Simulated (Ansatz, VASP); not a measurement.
LiBr in VASP and in Ansatz

```xyz
2
Lattice="0.0000 2.7548 2.7548 2.7548 0.0000 2.7548 2.7548 2.7548 0.0000" Properties=species:S:1:pos:R:3 pbc="T T T"
Li    0.0000    0.0000    0.0000
Br    2.7548    2.7548    2.7548
```

Alike in both runs: functional PBE; k mesh 12 × 12 × 12; occupations fermi-dirac, width 0.08 eV; no spin polarisation.

Ansatz relaxed the structure, and its values are those at the end. VASP's run is a single point on that final structure, the one shown.

|  | VASP | Ansatz |
| --- | --- | --- |
| version | VASP 6.6.1 | Ansatz 0.2.0 |
| potentials or method | VASP PAW PBE potentials, release 64 (Li_sv, Br) | PAW with Ansatz's default frozen-core files, scalar-relativistic |
| plane-wave cutoff (eV) | 750 | 420 |
| valence electrons in the cell | 10 | 10 |

```csv
,VASP,Ansatz,Ansatz less VASP
pressure (GPa),0.0,0.0,+0.05
```
